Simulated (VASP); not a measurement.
Runs of VASP 6.6.1 on CdS. The structure is cubic, space group Fm-3m (No. 225). Conventional cell: a = 5.506 Å, b = 5.506 Å, c = 5.506 Å, α = 90.00°, β = 90.00°, γ = 90.00°. Cd (site symmetry m-3m) has 6 S at 2.75 Å within 3.6 Å. Within 3.6 Å of S (site symmetry m-3m) lie 6 Cd at 2.75 Å. 

```csv
k mesh,pressure (GPa)
2 × 2 × 2,2.8
4 × 4 × 4,-3.6
6 × 6 × 6,(a)
8 × 8 × 8,-4.0
10 × 10 × 10,-4.0
```

Alike in all rows: task single point; level PBEsol; potentials or basis VASP PAW PBE potentials, release 64 (Cd, S); no spin polarisation; cell as given; cutoff (eV) 520; smearing fermi-dirac 0.1 eV.

Task: Fill in the values left out.

Result: (a) -3.9.

Caveats: some runs use coarse meshes; the PAW data sets were made with another functional, which shifts forces and pressure a little.
